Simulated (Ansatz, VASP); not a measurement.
# Mn: VASP beside Ansatz

```
Mn
1.0
    -1.33657    1.33657    3.43927
     1.33657   -1.33657    3.43927
     1.33657    1.33657   -3.43927
Mn
2
Direct
  0.15464 0.15464 0.00000
  0.84536 0.84536 0.00000
```

Alike in both runs: functional PBE; k mesh 28 × 28 × 28; occupations gaussian, width 0.1 eV; no spin polarisation.

Ansatz relaxed the structure, and its values are those at the end. VASP's run is a single point on that final structure, the one shown.

|  | VASP | Ansatz |
| --- | --- | --- |
| version | VASP 6.6.1 | Ansatz 0.2.0 |
| potentials or method | VASP PAW PBE potentials, release 64 (Mn_pv), cutoff 520 eV | scalar-relativistic, plane waves, PAW |
| valence electrons in the cell | 26 | 30 |

```tsv
	VASP	Ansatz	Ansatz less VASP
gap on the k mesh at the Fermi level (eV)	none	none	-
pressure (GPa)	0.2	0.0	-0.20
rms of the force components (eV/Å)	0.014	0.001	-0.0137
```

A gap of «none» marks a metal or a gap that the smearing closes. With one functional, cell and mesh, what is left measures potentials, basis and numerics. VASP's potentials hold 26 valence electrons a cell and Ansatz's 30, so a difference there can come from the potentials and not from the codes.
